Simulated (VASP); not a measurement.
Tl, 2 atoms in the cell. It takes space group Fd-3m (No. 227, cubic). Conventional cell: a = 6.879 Å, b = 6.879 Å, c = 6.879 Å, α = 90.00°, β = 90.00°, γ = 90.00°. Tl (site symmetry -43m) has 4 Tl at 2.98 Å within 3.9 Å. This isn't the form of Tl at room conditions, which is hcp.

- Program: VASP 6.6.1
- Task: single point
- Functional: PBEsol
- Potentials or basis: VASP PAW PBE potentials, release 64 (Tl_d)
- Cutoff: 520 eV
- k mesh: 7 × 7 × 7
- Occupations: fermi-dirac, width 0.05 eV
- Spin: no spin polarisation
- Dipole correction: no
- Further INCAR settings: ALGO = Normal; EDIFF = 1e-06; NBANDS = 20

Potentials or basis: VASP PAW PBE potentials, release 64 (Tl_d).

Run with:

```bash
$ cat potpaw_PBE.64/Tl_d/POTCAR > POTCAR
$ mpirun -np 1 vasp_std > vasp.out
```

Hardware: 1 thread of Intel Xeon 8259CL, on a shared host.

Task: How long does it take, and how much memory?

Result: It took 37 s on 1 thread of Intel Xeon 8259CL (shared host), peak memory 0.2 GiB. Counts: scf iterations 11, k points 20.
